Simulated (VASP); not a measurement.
# SiO (Pm-3m) in VASP: a series of runs

SiO is run at these levels: HF; tasks: single point.

Everything below comes from runs of VASP 6.6.1. Logs are shortened: lines on timing, memory, paths and dates and some standing lists are left out, and cuts for length are marked.

## 1. The cell of the first run

Symmetry: Pm-3m, No. 221, cubic system. Conventional cell: a = 2.807 Å, b = 2.807 Å, c = 2.807 Å, α = 90.00°, β = 90.00°, γ = 90.00°. Si (site symmetry m-3m) has 8 O at 2.43 Å and 6 Si at 2.81 Å within 3.2 Å. Within 3.2 Å of O (site symmetry m-3m) lie 8 Si at 2.43 Å and 6 O at 2.81 Å.

## 2. Single point, HF

Contents of POSCAR:

```
SiO
1.0
    2.8069700000      0.0000000000      0.0000000000
    0.0000000000      2.8069700000      0.0000000000
    0.0000000000      0.0000000000      2.8069700000
Si O
1 1
Direct
    0.0000000000      0.0000000000      0.0000000000
    0.5000000000      0.5000000000      0.5000000000
```

Contents of INCAR.step1:

```
SYSTEM = SiO
ALGO = Normal
EDIFF = 1E-5
ENCUT = 520
GGA = PE
ISIF = 2
ISMEAR = -1
LASPH = .TRUE.
LREAL = .FALSE.
LWAVE = .TRUE.
NBANDS = 12
NELM = 60
PREC = Accurate
SIGMA = 0.05
```

Contents of INCAR.step2:

```
SYSTEM = SiO
AEXX = 1.0
AGGAC = 0.0
ALDAC = 0.0
ALGO = Normal
EDIFF = 1E-7
ENCUT = 520
GGA = PE
ISIF = 2
ISMEAR = -1
ISTART = 1
LASPH = .TRUE.
LCHARG = .TRUE.
LELF = .TRUE.
LHFCALC = .TRUE.
LREAL = .FALSE.
LVHAR = .TRUE.
LWAVE = .FALSE.
NBANDS = 12
NELM = 60
PREC = Accurate
PRECFOCK = Normal
SIGMA = 0.05
```

Contents of KPOINTS:

```
k-points
0
G
  5 5 5
  0 0 0
```

Potentials or basis: VASP PAW PBE potentials, release 64 (Si, O).

Started as:

```console
> cat potpaw_PBE.64/Si/POTCAR potpaw_PBE.64/O/POTCAR > POTCAR
> cp INCAR.step1 INCAR
> mpirun -np 1 vasp_std > vasp.out
> cp INCAR.step2 INCAR
> mpirun -np 1 vasp_std > vasp.out
```

OUTCAR:

```text
SYSTEM = SiO
   AEXX = 1.0
   EDIFF = 1E-7
   ENCUT = 520
   GGA = PE
   ISIF = 2
   ISMEAR = -1
   ISTART = 1
   LASPH = .TRUE.
   LHFCALC = .TRUE.
   LREAL = .FALSE.
   NELM = 60
   PREC = Accurate
   PRECFOCK = Normal

 ion  position               nearest neighbor table
   1  0.000  0.000  0.000-   2 2.43   2 2.43   2 2.43   2 2.43   2 2.43   2 2.43   2 2.43   2 2.43

   2  0.500  0.500  0.500-   1 2.43   1 2.43   1 2.43   1 2.43   1 2.43   1 2.43   1 2.43   1 2.43

  LATTYP: Found a simple cubic cell.
 ALAT       =     2.8069700000

  Lattice vectors:

 A1 = (   2.8069700000,   0.0000000000,   0.0000000000)
 A2 = (   0.0000000000,   2.8069700000,   0.0000000000)
 A3 = (   0.0000000000,   0.0000000000,   2.8069700000)

Analysis of symmetry for initial positions (statically):
=====================================================================
 Subroutine PRICEL returns:
 Original cell was already a primitive cell.

 Routine SETGRP: Setting up the symmetry group for a
 simple cubic supercell.

 Subroutine GETGRP returns: Found 48 space group operations
 (whereof 48 operations were pure point group operations)
 out of a pool of 48 trial point group operations.

The static configuration has the point symmetry O_h .

Analysis of symmetry for dynamics (positions and initial velocities):
=====================================================================
 Subroutine PRICEL returns:
 Original cell was already a primitive cell.

 Routine SETGRP: Setting up the symmetry group for a
 simple cubic supercell.

 Subroutine GETGRP returns: Found 48 space group operations
 (whereof 48 operations were pure point group operations)
 out of a pool of 48 trial point group operations.

The dynamic configuration has the point symmetry O_h .

 Subroutine INISYM returns: Found 48 space group operations
 (whereof 48 operations are pure point group operations),
 and found     1 'primitive' translations

----------------------------------------------------------------------------------------

                                     Primitive cell

  volume of cell :      22.1163

  direct lattice vectors                    reciprocal lattice vectors
     2.806970000  0.000000000  0.000000000     0.356256034  0.000000000  0.000000000
     0.000000000  2.806970000  0.000000000     0.000000000  0.356256034  0.000000000
     0.000000000  0.000000000  2.806970000     0.000000000  0.000000000  0.356256034

  length of vectors
     2.806970000  2.806970000  2.806970000     0.356256034  0.356256034  0.356256034

  position of ions in fractional coordinates (direct lattice)
     0.000000000  0.000000000  0.000000000
     0.500000000  0.500000000  0.500000000

  ion indices of the primitive-cell ions
   primitive index   ion index
                 1           1
                 2           2

----------------------------------------------------------------------------------------

 KPOINTS: k-points

Automatic generation of k-mesh.
 Grid dimensions read from file:
 generate k-points for:    5    5    5

 Generating k-lattice:

  Cartesian coordinates                     Fractional coordinates (reciprocal lattice)
     0.071251207  0.000000000  0.000000000     0.200000000  0.000000000  0.000000000
     0.000000000  0.071251207  0.000000000     0.000000000  0.200000000  0.000000000
     0.000000000  0.000000000  0.071251207     0.000000000  0.000000000  0.200000000

  Length of vectors
     0.071251207  0.071251207  0.071251207

  Shift w.r.t. Gamma in fractional coordinates (k-lattice)
     0.000000000  0.000000000  0.000000000

 Subroutine IBZKPT returns following result:
 ===========================================

 Found     10 irreducible k-points:

 Following reciprocal coordinates:
            Coordinates               Weight
  0.000000  0.000000  0.000000      1.000000
  0.200000  0.000000  0.000000      6.000000
  0.400000  0.000000  0.000000      6.000000
  0.200000  0.200000  0.000000     12.000000
  0.400000  0.200000  0.000000     24.000000
  0.400000  0.400000  0.000000     12.000000
  0.200000  0.200000  0.200000      8.000000
  0.400000  0.200000  0.200000     24.000000
  0.400000  0.400000  0.200000     24.000000
  0.400000  0.400000  0.400000      8.000000
   k-points           NKPTS =     10   k-points in BZ     NKDIM =    125   number of bands    NBANDS=     12
   number of dos      NEDOS =    301   number of ions     NIONS =      2
   total plane-waves  NPLWV =  13824
   dimension x,y,z NGX =    24 NGY =   24 NGZ =   24
   dimension x,y,z NGXF=    48 NGYF=   48 NGZF=   48
   ions per type =               1   1
   NGX,Y,Z   is equivalent  to a cutoff of  14.21, 14.21, 14.21 a.u.
   NGXF,Y,Z  is equivalent  to a cutoff of  28.43, 28.43, 28.43 a.u.
 SYSTEM =  SiO
   PREC   = accura    normal or accurate (medium, high low for compatibility)
   ISTART =      1    job   : 0-new  1-cont  2-samecut
   ICHARG =      0    charge: 1-file 2-atom 10-const
   ISPIN  =      1    spin polarized calculation?
   LNONCOLLINEAR =      F non collinear calculations
   LSORBIT =      F    spin-orbit coupling
   LASPH  =      T    aspherical Exc in radial PAW
   ENCUT  =  520.0 eV  38.22 Ry    6.18 a.u.   5.22  5.22  5.22*2*pi/ulx,y,z
   NELM   =     60;   NELMIN=  2; NELMDL=  0     # of ELM steps
   EDIFF  = 0.1E-06   stopping-criterion for ELM
   LREAL  =      F    real-space projection
   EDIFFG = 0.1E-05   stopping-criterion for IOM
   NSW    =      0    number of steps for IOM
   IBRION =     -1    ionic relax: 0-MD 1-quasi-New 2-CG
   NFREE  =      0    steps in history (QN), initial steepest desc. (CG)
   ISIF   =      2    stress and relaxation
   ISYM   =      3    0-nonsym 1-usesym 2-fastsym
   POTIM  = 0.5000    time-step for ionic-motion
   TEBEG  =    0.0;   TEEND  =   0.0 temperature during run
   PSTRESS=    0.0 pullay stress
   NELECT =      10.0000    total number of electrons
   NUPDOWN=      -1.0000    fix difference up-down
   EMIN   =  10.00;   EMAX   =-10.00  energy-range for DOS
   EFERMI =   0.00;   METHOD = LEGACY
   ISMEAR =    -1;   SIGMA  =   0.05  broadening in eV -4-tet -1-fermi 0-gaus
   EFERMI_NEDOS =   21; number of points for ismear=-14 and -15
   IALGO  =     38    algorithm
   IMIX   =      1    mixing-type and parameters
     AMIX     =   0.40;   BMIX     =  1.00
     AMIX_MAG =   1.60;   BMIX_MAG =  1.00
  volume/ion in A,a.u.               =      11.06        74.62
  Fermi-wavevector in a.u.,A,eV,Ry     =   1.256523  2.374484 21.481554  1.578850
  Thomas-Fermi vector in A             =   2.390227
   LORBIT       =      0    0 simple, 1 ext, 2 COOP (PROOUT), +10 PAW based schemes
   GGA     = PE    functional components
   LHFCALC =     T    Hartree Fock is set to
   PRECFOCK=normal    Normal, Fast or Accurate (Low or Medium for compatibility)
   ENCUT4O =  -1.0   cutoff for four orbital integrals eV
   NKREDX  =     1    reduce k-point grid by
   NKREDY  =     1    reduce k-point grid by
   NKREDZ  =     1    reduce k-point grid by
   AEXX    =    1.0000 exact exchange contribution
   HFSCREEN=    0.0000 screening length (either q_TF or 0.3 A-1)
   HFSCREENC=   0.0000 screening length for correlation (either q_TF or 0.3 A-1)
   ENCUTFOCK=  -1.0 apply spherical cutoff to Coloumb kernel
   IVDW    =     0    specifies the selected vdW correction
   LEPSILON=     F    determine dielectric tensor
   LRPA    =     F    only Hartree local field effects (RPA)
 non-spin polarized calculation
  energy-cutoff  :      520.00
  volume of cell :       22.12
 maximum number of plane-waves:       619
 NGX is ok and might be reduce to    24
  NGX = 16; NGY = 16; NGZ = 16

 number of electron      10.0000005 magnetization

 Free energy of the ion-electron system (eV)
  ---------------------------------------------------
  ext. energy  EPLUGINS =         0.00000000
  ---------------------------------------------------
  free energy    TOTEN  =       -22.15777451 eV

  energy without entropy =      -22.15777451  energy(sigma->0) =      -22.15777451

 E-fermi :   6.6402     XC(G=0):   0.0000

 val. band max:        5.5603980813   @ k =   0.4000   0.0000   0.0000
 cond. band min:      12.3926438581   @ k =   0.4000   0.4000   0.4000
 fundamental gap:      6.8322457768
 Fermi energy:         6.6402295052

 k-point     1 :       0.0000    0.0000    0.0000
  band No.  band energies     occupation
      1     -22.3700      2.00000
      2      -3.6858      2.00000
      3       0.4523      2.00000
      4       0.4523      2.00000
      5       0.4523      2.00000
      6      20.0363      0.00000
      7      20.0363      0.00000
      8      23.1581      0.00000
      9      23.1581      0.00000
     10      23.1581      0.00000
     11      35.2218      0.00000
     12      35.2218      0.00000

 k-point     2 :       0.2000    0.0000    0.0000
  band No.  band energies     occupation
      1     -21.9380      2.00000
      2      -5.7900      2.00000
      3       0.8031      2.00000
      4       0.8031      2.00000
      5       1.9864      2.00000
      6      17.8116      0.00000
      7      20.8150      0.00000
      8      22.4031      0.00000
      9      22.4031      0.00000
     10      26.1009      0.00000
     11      33.6013      0.00000
     12      33.6013      0.00000

 k-point     3 :       0.4000    0.0000    0.0000
  band No.  band energies     occupation
      1     -21.1058      2.00000
      2      -8.5140      2.00000
      3       1.4414      2.00000
      4       1.4414      2.00000
      5       5.5604      2.00000
      6      13.0753      0.00000
      7      21.0219      0.00000
      8      21.0219      0.00000
      9      22.7335      0.00000
     10      29.5464      0.00000
     11      31.6614      0.00000
     12      32.5359      0.00000
[... 76 lines left out ...]
 k-point     9 :       0.4000    0.4000    0.2000
  band No.  band energies     occupation
      1     -19.9764      2.00000
      2      -4.7505      2.00000
      3      -3.2225      2.00000
      4       0.4058      2.00000
      5       2.2131      2.00000
      6      14.7912      0.00000
      7      15.7415      0.00000
      8      19.8136      0.00000
      9      25.6005      0.00000
     10      28.8535      0.00000
     11      29.0557      0.00000
     12      33.7921      0.00000

 k-point    10 :       0.4000    0.4000    0.4000
  band No.  band energies     occupation
      1     -19.5410      2.00000
      2      -2.8566      2.00000
      3      -1.7743      2.00000
      4      -1.7743      2.00000
      5       3.3137      2.00000
      6      12.3926      0.00000
      7      12.3926      0.00000
      8      15.6451      0.00000
      9      27.8580      0.00000
     10      29.0872      0.00000
     11      29.0872      0.00000
     12      40.2343      0.00000

------------------------ aborting loop because EDIFF is reached ----------------------------------------

  FORCE on cell =-STRESS in cart. coord.  units (eV):
  Direction    XX          YY          ZZ          XY          YZ          ZX
  --------------------------------------------------------------------------------------
  -------------------------------------------------------------------------------------
  Total        1.1275533      1.1275533      1.1275533     -0.0000000     -0.0000000      0.0000000
  in kB       81.6835027     81.6835027     81.6835027     -0.0000000     -0.0000000      0.0000000
  external PRESSURE =      81.6835027 kB  Pullay stress =       0.0000000 kB

 VOLUME and BASIS-vectors are now :
 -----------------------------------------------------------------------------
  energy-cutoff  :      520.00
  volume of cell :       22.12
      direct lattice vectors                 reciprocal lattice vectors
     2.806970000  0.000000000  0.000000000     0.356256034  0.000000000  0.000000000
     0.000000000  2.806970000  0.000000000     0.000000000  0.356256034  0.000000000
     0.000000000  0.000000000  2.806970000     0.000000000  0.000000000  0.356256034

 POSITION                                       TOTAL-FORCE (eV/Angst)
 -----------------------------------------------------------------------------------
      0.00000      0.00000      0.00000         0.000000      0.000000      0.000000
      1.40349      1.40349      1.40349         0.000000      0.000000      0.000000
 -----------------------------------------------------------------------------------
    total drift:                               -0.000000     -0.000000     -0.000000

  FREE ENERGIE OF THE ION-ELECTRON SYSTEM (eV)
  ---------------------------------------------------
  free  energy   TOTEN  =       -22.1577745063 eV

  energy  without entropy=      -22.1577745063  energy(sigma->0) =      -22.15777451
```

It took 2.5 min on 1 thread of AMD EPYC 9R14 (Zen 4), shared host; peak memory 0.11 GiB.

What came out:

* Free energy: -22.1578 eV
* Pressure: 8.2 GPa
* Band gap on the k mesh: 6.83 eV (least direct gap 7.51 eV)

Levels at points of the mesh, in eV from the valence-band top:
| k point | band 1 | band 2 | band 3 | band 4 | band 5 | band 6 | band 7 | band 8 | band 9 | band 10 |
| --- | --- | --- | --- | --- | --- | --- | --- | --- | --- | --- |
| (0.00, 0.00, 0.00) | -27.93 | -9.25 | -5.11 | -5.11 | -5.11 | 14.48 | 14.48 | 17.60 | 17.60 | 17.60 |

Caveat: the k points lie up to 0.45 Å⁻¹ apart; the PAW data sets were made with another functional, which shifts forces and pressure a little; an odd mesh through Γ misses points on the zone boundary, where band edges can lie.

## 3. Single point, HF

This run uses another cell than the first one, of 11.74 Å³/atom.

Contents of POSCAR:

```
SiO
1.0
    2.8631095595      0.0000000000      0.0000000000
    0.0000000000      2.8631095595      0.0000000000
    0.0000000000      0.0000000000      2.8631095595
Si O
1 1
Direct
    0.0000000000      0.0000000000      0.0000000000
    0.5000000000      0.5000000000      0.5000000000
```

Contents of INCAR.step1:

```
PREC     = Accurate       # precision mode
ENCUT    = 520            # plane-wave cutoff, eV
EDIFF    = 1E-5           # SCF threshold, eV
ISMEAR   = -1             # smearing method
SIGMA    = 0.05           # smearing width, eV
LREAL    = False          # projectors in reciprocal space
LASPH    = True           # aspherical terms in the spheres
NELM     = 60             # most SCF steps
ALGO     = Normal         # electronic algorithm
ISIF     = 2              # what is computed and relaxed
LWAVE    = True           # write WAVECAR
LCHARG   = False          # write CHGCAR
GGA      = PE             # functional
NBANDS   = 12             # bands
```

Contents of INCAR.step2:

```
PREC     = Accurate       # precision mode
ENCUT    = 520            # plane-wave cutoff, eV
EDIFF    = 1E-6           # SCF threshold, eV
ISMEAR   = -1             # smearing method
SIGMA    = 0.05           # smearing width, eV
LREAL    = False          # projectors in reciprocal space
LASPH    = True           # aspherical terms in the spheres
NELM     = 60             # most SCF steps
ALGO     = Normal         # electronic algorithm
ISIF     = 2              # what is computed and relaxed
LWAVE    = False          # write WAVECAR
LCHARG   = False          # write CHGCAR
GGA      = PE             # functional
LHFCALC  = True           # exact exchange
AEXX     = 1.0            # exact-exchange fraction
ALDAC    = 0.0          
AGGAC    = 0.0          
PRECFOCK = Normal       
ISTART   = 1            
NBANDS   = 12             # bands
```

Contents of KPOINTS:

```
Automatic mesh
0
Gamma
  5 5 5
```

Potentials or basis: VASP PAW PBE potentials, release 64 (Si, O).

Started as:

```console
> cat potpaw_PBE.64/Si/POTCAR potpaw_PBE.64/O/POTCAR > POTCAR
> cp INCAR.step1 INCAR
> mpirun -np 1 vasp_std > vasp.out
> cp INCAR.step2 INCAR
> mpirun -np 1 vasp_std > vasp.out
```

Wall time 53 s (1 thread of Intel Xeon 6975P-C (Granite Rapids), shared host); peak memory 0.14 GiB.

It converged, with:

```
Free energy            : -22.1894 eV
Pressure               : -0.4 GPa
Band gap on the k mesh : 7.04 eV (least direct gap 7.39 eV)
```

Levels at points of the mesh, in eV from the valence-band top:
```
           k point  band 3  band 4  band 5  band 6  band 7  band 8
(0.00, 0.00, 0.00)   -4.61   -4.61   -4.61   14.67   14.67   17.07
```

Caveat: the k points lie up to 0.44 Å⁻¹ apart; the PAW data sets were made with another functional, which shifts forces and pressure a little; an odd mesh through Γ misses points on the zone boundary, where band edges can lie.
